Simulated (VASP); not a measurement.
# KF (R-3m) in VASP: further runs

KF is run at these levels: LDA; tasks: single point.

Program: VASP 6.6.1. These are calculated values, not measurements. Logs are shortened: lines on timing, memory, paths and dates and some standing lists are left out, and cuts for length are marked.

## (1) The cell of the first run

The structure is trigonal, space group R-3m (No. 166). Conventional cell: a = 3.769 Å, b = 3.769 Å, c = 8.797 Å, α = 90.00°, β = 90.00°, γ = 120.00°. K (site symmetry -3m) has 6 F at 2.62 Å within 3.5 Å. F (site symmetry -3m) has 6 K at 2.62 Å within 3.5 Å.

## (2) Single point, LDA

The input, INCAR:

```
SYSTEM = KF
ALGO = Normal
EDIFF = 1E-6
ENCUT = 520
GGA = CA
ISIF = 2
ISMEAR = 0
LASPH = .True.
LCHARG = .False.
LREAL = .False.
LWAVE = .False.
NBANDS = 15
NELM = 80
PREC = Accurate
SIGMA = 0.05
```

The input, KPOINTS:

```
k-points
0
Gamma
  8 8 8
  0 0 0
```

The input, POSCAR:

```
KF
1.0
   -0.0834974067      2.5813134450      2.5813134450
    2.5813134450     -0.0834974067      2.5813134450
    2.5813134450      2.5813134450     -0.0834974067
K F
1 1
Direct
    0.0000000000      0.0000000000      0.0000000000
    0.5000000000      0.5000000000      0.5000000000
```

Potentials or basis: VASP PAW LDA potentials, release 64 (K_sv, F).

Launch:

```
$ cat potpaw_LDA.64/K_sv/POTCAR potpaw_LDA.64/F/POTCAR > POTCAR
$ mpirun -np 1 vasp_std > vasp.out
```

OUTCAR:

```text
SYSTEM = KF
   EDIFF = 1E-6
   ENCUT = 520
   GGA = CA
   ISIF = 2
   ISMEAR = 0
   LASPH = .True.
   LREAL = .False.
   NELM = 80
   PREC = Accurate

 ion  position               nearest neighbor table
   1  0.000  0.000  0.000-   2 2.62   2 2.62   2 2.62   2 2.62   2 2.62   2 2.62
   2  0.500  0.500  0.500-   1 2.62   1 2.62   1 2.62   1 2.62   1 2.62   1 2.62

  LATTYP: Found a trigonal (rhomboedric) cell.
 ALAT       =     3.6514832629
 COS(alpha) =     0.4674086020

  Lattice vectors:

 A1 = (  -0.0834974067,   2.5813134450,   2.5813134450)
 A2 = (   2.5813134450,  -0.0834974067,   2.5813134450)
 A3 = (   2.5813134450,   2.5813134450,  -0.0834974067)

Analysis of symmetry for initial positions (statically):
=====================================================================
 Subroutine PRICEL returns:
 Original cell was already a primitive cell.

 Routine SETGRP: Setting up the symmetry group for a
 trigonal (rhombohedral) supercell.

 Subroutine GETGRP returns: Found 12 space group operations
 (whereof 12 operations were pure point group operations)
 out of a pool of 12 trial point group operations.

The static configuration has the point symmetry D_3d.

Analysis of symmetry for dynamics (positions and initial velocities):
=====================================================================
 Subroutine PRICEL returns:
 Original cell was already a primitive cell.

 Routine SETGRP: Setting up the symmetry group for a
 trigonal (rhombohedral) supercell.

 Subroutine GETGRP returns: Found 12 space group operations
 (whereof 12 operations were pure point group operations)
 out of a pool of 12 trial point group operations.

The dynamic configuration has the point symmetry D_3d.

 Subroutine INISYM returns: Found 12 space group operations
 (whereof 12 operations are pure point group operations),
 and found     1 'primitive' translations

----------------------------------------------------------------------------------------

                                     Primitive cell

  volume of cell :      36.0680

  direct lattice vectors                    reciprocal lattice vectors
    -0.083497407  2.581313445  2.581313445    -0.184546060  0.190715096  0.190715096
     2.581313445 -0.083497407  2.581313445     0.190715096 -0.184546060  0.190715096
     2.581313445  2.581313445 -0.083497407     0.190715096  0.190715096 -0.184546060

  length of vectors
[... 90 lines left out ...]
   POTIM  = 0.5000    time-step for ionic-motion
   TEBEG  =    0.0;   TEEND  =   0.0 temperature during run
   PSTRESS=    0.0 pullay stress
   NELECT =      16.0000    total number of electrons
   NUPDOWN=      -1.0000    fix difference up-down
   EMIN   =  10.00;   EMAX   =-10.00  energy-range for DOS
   EFERMI =   0.00;   METHOD = LEGACY
   ISMEAR =     0;   SIGMA  =   0.05  broadening in eV -4-tet -1-fermi 0-gaus
   EFERMI_NEDOS =   21; number of points for ismear=-14 and -15
   IALGO  =     38    algorithm
   IMIX   =      4    mixing-type and parameters
     AMIX     =   0.40;   BMIX     =  1.00
     AMIX_MAG =   1.60;   BMIX_MAG =  1.00
  volume/ion in A,a.u.               =      18.03       121.70
  Fermi-wavevector in a.u.,A,eV,Ry     =   1.248554  2.359426 21.209960  1.558888
  Thomas-Fermi vector in A             =   2.382636
   LORBIT       =      0    0 simple, 1 ext, 2 COOP (PROOUT), +10 PAW based schemes
   GGA     = CA    functional components
   LHFCALC =     F    Hartree Fock is set to
   AEXX    =    0.0000 exact exchange contribution
   IVDW    =     0    specifies the selected vdW correction
   LEPSILON=     F    determine dielectric tensor
   LRPA    =     F    only Hartree local field effects (RPA)
 non-spin polarized calculation
 Gauss-broadening in eV      SIGMA  =   0.05
  energy-cutoff  :      520.00
  volume of cell :       36.07
 maximum number of plane-waves:       983
   NGX = 13   NGY = 13   NGZ = 13

 number of electron      16.0000009 magnetization

 Free energy of the ion-electron system (eV)
  ---------------------------------------------------
  ext. energy  EPLUGINS =         0.00000000
  ---------------------------------------------------
  free energy    TOTEN  =        -9.06083222 eV

  energy without entropy =       -9.06083222  energy(sigma->0) =       -9.06083222

 E-fermi :  -2.7000     XC(G=0):  -9.3881

 val. band max:       -3.0375655363   @ k =   0.0000   0.0000   0.0000
 cond. band min:       3.0077982031   @ k =   0.0000   0.0000   0.0000
 fundamental gap:      6.0453637394
 Fermi energy:        -2.6999928790

 k-point     1 :       0.0000    0.0000    0.0000
  band No.  band energies     occupation
      1     -28.5714      2.00000
      2     -21.3151      2.00000
      3     -12.0044      2.00000
      4     -12.0044      2.00000
      5     -11.9714      2.00000
      6      -3.0805      2.00000
      7      -3.0805      2.00000
      8      -3.0376      2.00000
      9       3.0078      0.00000
     10       7.3953      0.00000
     11       7.3953      0.00000
     12       7.9618      0.00000
     13       9.4171      0.00000
     14       9.4171      0.00000
[... 401 lines left out ...]
      2     -21.3987      2.00000
      3     -12.2206      2.00000
      4     -12.1186      2.00000
      5     -12.0015      2.00000
      6      -3.7313      2.00000
      7      -3.4317      2.00000
      8      -3.1749      2.00000
      9       5.2595      0.00000
     10       6.6805      0.00000
     11       8.4704      0.00000
     12       9.0144      0.00000
     13      10.2337      0.00000
     14      10.6506      0.00000
     15      15.4922      0.00000

 [... further k-points ...]

------------------------ aborting loop because EDIFF is reached ----------------------------------------

  FORCE on cell =-STRESS in cart. coord.  units (eV):
  Direction    XX          YY          ZZ          XY          YZ          ZX
  --------------------------------------------------------------------------------------
  -------------------------------------------------------------------------------------
  Total       -0.3904354     -0.3904354     -0.3904354      0.0932329      0.0932329      0.0932329
  in kB      -17.3435399    -17.3435399    -17.3435399      4.1414998      4.1414998      4.1414998
  external PRESSURE =     -17.3435399 kB  Pullay stress =       0.0000000 kB

 VOLUME and BASIS-vectors are now :
 -----------------------------------------------------------------------------
  energy-cutoff  :      520.00
  volume of cell :       36.07
      direct lattice vectors                 reciprocal lattice vectors
    -0.083497407  2.581313445  2.581313445    -0.184546060  0.190715096  0.190715096
     2.581313445 -0.083497407  2.581313445     0.190715096 -0.184546060  0.190715096
     2.581313445  2.581313445 -0.083497407     0.190715096  0.190715096 -0.184546060

 POSITION                                       TOTAL-FORCE (eV/Angst)
 -----------------------------------------------------------------------------------
      0.00000      0.00000      0.00000         0.000000      0.000000      0.000000
      2.53956      2.53956      2.53956        -0.000000     -0.000000     -0.000000
 -----------------------------------------------------------------------------------
    total drift:                                0.000000      0.000000      0.000000

  FREE ENERGIE OF THE ION-ELECTRON SYSTEM (eV)
  ---------------------------------------------------
  free  energy   TOTEN  =        -9.0608322241 eV

  energy  without entropy=       -9.0608322241  energy(sigma->0) =       -9.06083222
```

stdout:

```text
POSCAR found type information on POSCAR K F
 POSCAR found :  2 types and       2 ions
 scaLAPACK will be used
 LDA part: xc-table for (Slater(with rela. corr.)+CA(PZ))
 , standard interpolation
 POSCAR, INCAR and KPOINTS ok, starting setup
 FFT: planning ... GRIDC
 FFT: planning ... GRID_SOFT
 FFT: planning ... GRID
 WAVECAR not read
 entering main loop
```

Wall time 24 s (1 thread of Intel Xeon Platinum 8375C at 2.90GHz (Ice Lake), shared host); peak memory 0.15 GiB.

Results:

| Property | Result |
| --- | --- |
| Free energy | -9.0608 eV |
| Pressure | -1.7 GPa |
| Band gap on the k mesh | 6.05 eV, direct |

Levels at points of the mesh, in eV from the valence-band top:
```
           k point  band 5  band 6  band 7  band 8  band 9  band 10  band 11  band 12
(0.00, 0.00, 0.00)   -8.93   -0.04   -0.04    0.00    6.05    10.43    10.43    11.00
(0.50, 0.00, 0.00)   -8.99   -0.95   -0.46   -0.38    8.93    10.55    11.92    12.43
(0.50, 0.50, 0.00)   -9.20   -0.21   -0.09   -0.05    7.90    10.38    11.81    13.81
(0.50, 0.50, 0.50)   -9.03   -0.95   -0.51   -0.51    9.08    10.74    12.25    12.25
```

A k mesh can miss the band edges.

## (3) Single point, LDA

The input, INCAR:

```
ALGO     = Normal         # electronic algorithm
EDIFF    = 1E-7           # SCF threshold, eV
ENCUT    = 520            # plane-wave cutoff, eV
GGA      = CA             # functional
ISIF     = 2              # what is computed and relaxed
ISMEAR   = 0              # smearing method
LASPH    = T              # aspherical terms in the spheres
LCHARG   = F              # write CHGCAR
LREAL    = F              # projectors in reciprocal space
LWAVE    = F              # write WAVECAR
NBANDS   = 15             # bands
NELM     = 80             # most SCF steps
PREC     = Accurate       # precision mode
SIGMA    = 0.05           # smearing width, eV
```

The input, KPOINTS:

```
k-points
0
Gamma
  8 8 8
```

The input, POSCAR:

```
KF
1.0
   -0.0279462459      2.6084920486      2.6084920486
    2.6084920486     -0.0279462459      2.6084920486
    2.6084920486      2.6084920486     -0.0279462459
K F
1 1
Direct
    0.0000000000      0.0000000000      0.0000000000
    0.5000000000      0.5000000000      0.5000000000
```

Potentials or basis: VASP PAW LDA potentials, release 64 (K_sv, F).

Launch:

```
$ cat potpaw_LDA.64/K_sv/POTCAR potpaw_LDA.64/F/POTCAR > POTCAR
$ mpirun -np 1 vasp_std > vasp.out
```

Run time: 28 s. Hardware: 1 thread of Intel Xeon Platinum 8375C at 2.90GHz (Ice Lake), shared host; peak memory 0.16 GiB.

The run converged. Its results:

| Property | Result |
| --- | --- |
| Free energy | -9.0649 eV |
| Pressure | -1.7 GPa |
| Band gap on the k mesh | 6.07 eV, direct |

Stress tensor (GPa, compression positive):
```
-1.69  0.15  0.15
 0.15 -1.69  0.15
 0.15  0.15 -1.69
```

Levels at points of the mesh, in eV from the valence-band top:
```csv
k point,band 4,band 5,band 6,band 7,band 8,band 9,band 10,band 11,band 12,band 13
"(0.00, 0.00, 0.00)",-8.93,-8.92,-0.02,-0.02,0.00,6.07,10.59,10.59,10.77,12.46
"(0.50, 0.00, 0.00)",-8.96,-8.96,-0.92,-0.43,-0.41,8.98,10.60,12.13,12.30,14.64
"(0.50, 0.50, 0.00)",-9.21,-9.19,-0.19,-0.06,-0.04,7.92,10.42,11.83,13.87,14.61
"(0.50, 0.50, 0.50)",-8.98,-8.98,-0.92,-0.45,-0.45,9.03,10.67,12.24,12.24,14.69
```

A k mesh can miss the band edges. LDA gaps usually lie below the measured ones, often by a third to a half.

(Continued in part 2 of 2.)
